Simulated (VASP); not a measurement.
Set up this calculation in VASP 6.6.1, as the native input.

```yaml
Task: single point
Functional: PBEsol
Potentials_or_basis: VASP PAW PBE potentials, release 64 (Lu)
Cutoff: 520 eV
k_mesh: 9 × 9 × 5
Occupations: fermi-dirac, width 0.05 eV
Spin: non-collinear spin, zero start, spin-orbit coupling
Starting_moments: "[[0.0, 0.0, 0.0], [0.0, 0.0, 0.0]] μB"
Dipole_correction: no
Further_INCAR_settings: ALGO = Normal; EDIFF = 1e-06; NBANDS = 62
```

The structure of Lu lies in POSCAR:

```
Lu
1.0
    3.5031000000      0.0000000000      0.0000000000
   -1.7515500000      3.0337735920      0.0000000000
    0.0000000000      0.0000000000      5.5509000000
Lu
2
Direct
    0.6666666667      0.3333333333      0.7500000000
    0.3333333333      0.6666666667      0.2500000000
```

These files were run (other wordings do the same):

INCAR

```
ALGO = Normal ; EDIFF = 1E-6
ENCUT = 520 ; GGA = PS
GGA_COMPAT = F ; ISIF = 2
ISMEAR = -1 ; LASPH = T
LCHARG = F ; LORBIT = 11
LORBMOM = T ; LREAL = F
LSORBIT = T ; LWAVE = F
MAGMOM = 0 0 0 0 0 0 ; NBANDS = 62
NELM = 150 ; PREC = Accurate
SIGMA = 0.05
```

KPOINTS

```
k-points
0
Gamma
  9 9 5
```

Potentials or basis: VASP PAW PBE potentials, release 64 (Lu).

Launch:

```bash
$ cat potpaw_PBE.64/Lu/POTCAR > POTCAR
$ mpirun -np 1 vasp_ncl > vasp.out
```

Results of the run:

```
Pressure                                              : -3.2 GPa
Net moment                                            : 0.00 μB per cell
Valence electrons inside the program's atomic spheres : Lu 23.14
```

Caveat: the cell stands under tension; the PAW data sets were made with another functional, which shifts forces and pressure a little.

Wall time 3.2 min on 1 thread of Intel(R) Xeon(R) 6975P-C (Granite Rapids), with other jobs on the host, peak memory 0.41 GiB.
